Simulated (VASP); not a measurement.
# Rh (P6_3/mmc) in VASP: notebook, part 2 of 2

VASP 6.6.1. Earlier steps stand in the parts before.

**4. Single point, PBEsol (uniaxial strain along c: +6.0 %, then relaxed in part)**

File INCAR:

```
PREC     = Accurate       # precision mode
ENCUT    = 520            # plane-wave cutoff, eV
EDIFF    = 1E-7           # SCF threshold, eV
ISMEAR   = 0              # smearing method
SIGMA    = 0.1            # smearing width, eV
LREAL    = F              # projectors in reciprocal space
LASPH    = T              # aspherical terms in the spheres
NELM     = 100            # most SCF steps
ALGO     = Fast           # electronic algorithm
ISIF     = 2              # what is computed and relaxed
LWAVE    = F              # write WAVECAR
LCHARG   = T              # write CHGCAR
GGA      = PS             # functional
LELF     = T              # ELF
LVHAR    = T            
NBANDS   = 22             # bands
```

File KPOINTS:

```
Automatic mesh
0
Gamma
  24 24 12
```

File POSCAR:

```
Rh
1.0
    2.6477953618      0.0000000000      0.0000000000
   -1.3238976809      2.2930580473      0.0000000000
    0.0000000000      0.0000000000      4.5887614583
Rh
2
Direct
    0.6666666630      0.3333333370      0.7500000000
    0.3333333370      0.6666666630      0.2500000000
```

Potentials or basis: VASP PAW PBE potentials, release 64 (Rh_pv).

On the command line:

```console
$ cat potpaw_PBE.64/Rh_pv/POTCAR > POTCAR
$ mpirun -np 1 vasp_std > vasp.out
```

OUTCAR:

```text
PREC = Accurate
   ENCUT = 520
   EDIFF = 1E-7
   ISMEAR = 0
   LREAL = F
   LASPH = T
   NELM = 100
   ISIF = 2
   GGA = PS

 ion  position               nearest neighbor table
   1  0.667  0.333  0.750-   2 2.76   2 2.76   2 2.76   2 2.76   2 2.76   2 2.76
   2  0.333  0.667  0.250-   1 2.76   1 2.76   1 2.76   1 2.76   1 2.76   1 2.76

  LATTYP: Found a hexagonal cell.
 ALAT       =     2.6477953618
 C/A-ratio  =     1.7330498892

  Lattice vectors:

[... 788 lines left out ...]

 [... further k-points ...]

------------------------ aborting loop because EDIFF is reached ----------------------------------------

  FORCE on cell =-STRESS in cart. coord.  units (eV):
  Direction    XX          YY          ZZ          XY          YZ          ZX
  --------------------------------------------------------------------------------------
  -------------------------------------------------------------------------------------
  Total       -0.0088762     -0.0088762     -3.3015147     -0.0000000      0.0000000      0.0000000
  in kB       -0.5104358     -0.5104358   -189.8579837     -0.0000000      0.0000000      0.0000000
  external PRESSURE =     -63.6262851 kB  Pullay stress =       0.0000000 kB

 VOLUME and BASIS-vectors are now :
 -----------------------------------------------------------------------------
  energy-cutoff  :      520.00
  volume of cell :       27.86
      direct lattice vectors                 reciprocal lattice vectors
     2.647795362  0.000000000  0.000000000     0.377672691  0.218049430  0.000000000
    -1.323897681  2.293058047  0.000000000     0.000000000  0.436098860  0.000000000
     0.000000000  0.000000000  4.588761458     0.000000000  0.000000000  0.217923727

 POSITION                                       TOTAL-FORCE (eV/Angst)
 -----------------------------------------------------------------------------------
      1.32390      0.76435      3.44157         0.000000     -0.000000      0.000000
      0.00000      1.52871      1.14719        -0.000000      0.000000      0.000000
 -----------------------------------------------------------------------------------
    total drift:                               -0.000005      0.000003     -0.000001

  FREE ENERGIE OF THE ION-ELECTRON SYSTEM (eV)
  ---------------------------------------------------
  free  energy   TOTEN  =       -16.1081104265 eV

  energy  without entropy=      -16.0921520478  energy(sigma->0) =      -16.10013124
```

OSZICAR:

```text
N       E                     dE             d eps       ncg     rms          rms(c)
DAV:   1     0.325099218505E+03    0.32510E+03   -0.18996E+04 18836   0.159E+03
DAV:   2    -0.101532001465E+02   -0.33525E+03   -0.32331E+03 19520   0.474E+02
DAV:   3    -0.172908544463E+02   -0.71377E+01   -0.70951E+01 22064   0.777E+01
DAV:   4    -0.173379433481E+02   -0.47089E-01   -0.47084E-01 20878   0.637E+00
DAV:   5    -0.173386761094E+02   -0.73276E-03   -0.73275E-03 22226   0.823E-01    0.153E+01
RMM:   6    -0.161504834482E+02    0.11882E+01   -0.27211E+00 19356   0.139E+01    0.487E+00
RMM:   7    -0.161162486009E+02    0.34235E-01   -0.12394E-01 19898   0.277E+00    0.209E+00
RMM:   8    -0.161095937123E+02    0.66549E-02   -0.27175E-02 20625   0.163E+00    0.495E-01
RMM:   9    -0.161080836359E+02    0.15101E-02   -0.36298E-03 22059   0.559E-01    0.234E-02
RMM:  10    -0.161081090493E+02   -0.25413E-04   -0.34472E-04 22156   0.191E-01    0.165E-02
RMM:  11    -0.161081112090E+02   -0.21598E-05   -0.43726E-05 22977   0.719E-02    0.809E-03
RMM:  12    -0.161081098956E+02    0.13134E-05   -0.10747E-05 23038   0.342E-02    0.282E-03
RMM:  13    -0.161081104088E+02   -0.51313E-06   -0.34079E-06 23842   0.188E-02    0.118E-03
RMM:  14    -0.161081101874E+02    0.22134E-06   -0.90069E-07 19415   0.901E-03    0.279E-03
RMM:  15    -0.161081104383E+02   -0.25086E-06   -0.15717E-07 13473   0.369E-03    0.696E-04
RMM:  16    -0.161081104265E+02    0.11756E-07   -0.23763E-08 12269   0.135E-03
   1 F= -.16108110E+02 E0= -.16100131E+02  d E =-.159584E-01
```

It took 3.8 min on 1 thread of Intel Xeon Platinum 8259CL at 2.50GHz (Skylake/Cascade Lake), shared host; peak memory 0.31 GiB.

Results:

```
Free energy            : -16.1081 eV
Pressure               : -6.4 GPa
Band gap on the k mesh : zero (bands 15 and 16 overlap by 2.62 eV)
```

Stress tensor (GPa, compression positive):
```
 -0.05   0.00   0.00
  0.00  -0.05   0.00
  0.00   0.00 -18.99
```

Caveat: the cell differs from its parent crystal (uniaxial strain along c: +6.0 %, then relaxed in part); the cell stands under tension; the PAW data sets were made with another functional, which shifts forces and pressure a little.

**5. Overview**

| cell | further INCAR settings | gap on the mesh (eV) | pressure (GPa) |
| --- | --- | --- | --- |
| a = 2.659, b = 2.659, c = 4.502 Å, angles 90.0, 90.0, 120.0°, 2 atoms | ALGO = Fast; EDIFF = 1e-06; NBANDS = 22 | none | -4.4 |
| a = 2.662, b = 2.662, c = 4.502 Å, angles 90.0, 90.0, 120.0°, 2 atoms | ALGO = Fast; EDIFF = 1e-06; NBANDS = 22 | none | -5.0 |
| a = 2.648, b = 2.648, c = 4.589 Å, angles 90.0, 90.0, 120.0°, 2 atoms | ALGO = Fast; EDIFF = 1e-07; NBANDS = 22 | none | -6.4 |

Alike in all rows: task single point; level PBEsol; potentials or basis VASP PAW PBE potentials, release 64 (Rh_pv); no spin polarisation; k mesh 24 × 24 × 12; cutoff (eV) 520; smearing gaussian 0.1 eV.

Caveats: the cell stands under tension; the PAW data sets were made with another functional, which shifts forces and pressure a little.

Absolute energies hang on the potentials; compare differences alone.
